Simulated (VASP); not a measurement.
Al2O3, 5 atoms in the cell. Symmetry: P-3m1, No. 164, trigonal system. Conventional cell: a = 2.854 Å, b = 2.854 Å, c = 6.537 Å, α = 90.00°, β = 90.00°, γ = 120.00°. Al (site symmetry 3m) has 4 O at 1.63 to 1.75 Å within 2.2 Å. O (site symmetry -3m) has 2 Al at 1.63 Å within 2.2 Å. O (site symmetry 3m) has 3 Al at 1.75 Å within 2.3 Å. 

| Item | Value |
| --- | --- |
| Program | VASP 6.6.1 |
| Task | single point |
| Functional | PBEsol |
| Potentials or basis | VASP PAW PBE potentials, release 64 (Al, O) |
| Cutoff | 520 eV |
| k mesh | 10 × 10 × 4 |
| Occupations | fermi-dirac, width 0.05 eV |
| Spin | no spin polarisation |
| Dipole correction | no |
| Further INCAR settings | ALGO = Normal; EDIFF = 1e-07; NBANDS = 20 |

Potentials or basis: VASP PAW PBE potentials, release 64 (Al, O).

Command:

```console
$ cat potpaw_PBE.64/Al/POTCAR potpaw_PBE.64/O/POTCAR > POTCAR
$ mpirun -np 1 vasp_std > vasp.out
```

Hardware: 1 thread of Intel(R) Xeon(R) Platinum 8488C (Sapphire Rapids), on a shared host.

Problem. Estimate the wall time of this run.

Solution. It took 33 s on 1 thread of Intel(R) Xeon(R) Platinum 8488C (Sapphire Rapids), with other jobs on the host, peak memory 0.19 GiB. Counts: scf iterations 15, k points 50.
